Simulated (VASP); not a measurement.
Input of a VASP 6.6.1 run:

The input INCAR:

```
SYSTEM = ZnS
PREC = Accurate ; ENCUT = 520
EDIFF = 1E-6 ; ISMEAR = 0
SIGMA = 0.02 ; LREAL = .False.
LASPH = .True. ; NELM = 80
ALGO = Normal ; ISIF = 2
LWAVE = .False. ; LCHARG = .False.
GGA = PE ; NBANDS = 46
```

File KPOINTS:

```
regular mesh
0
Gamma
  12 12 4
  0 0 0
```

File POSCAR:

```
ZnS
1.0
    3.8848122533      0.0000000000      0.0000000000
   -1.9424061267      3.3643461003      0.0000000000
    0.0000000000      0.0000000000     12.7148887007
Zn S
4 4
Direct
    0.0000000000      0.0000000000      0.0000503385
    0.0000000000      0.0000000000      0.5000503385
    0.3333333333      0.6666666667      0.2500245045
    0.6666666667      0.3333333333      0.7500245045
    0.0000000000      0.0000000000      0.1872897063
    0.0000000000      0.0000000000      0.6872897063
    0.3333333333      0.6666666667      0.4376354507
    0.6666666667      0.3333333333      0.9376354507
```

Potentials or basis: VASP PAW PBE potentials, release 64 (Zn, S).

Command:

```bash
$ cat potpaw_PBE.64/Zn/POTCAR potpaw_PBE.64/S/POTCAR > POTCAR
$ mpirun -np 1 vasp_std > vasp.out
```

(1) Predict the band gap on the k mesh.

(2) What does it give for the pressure?

Results:

(1) 1.92 eV.

(2) -1.8 GPa.
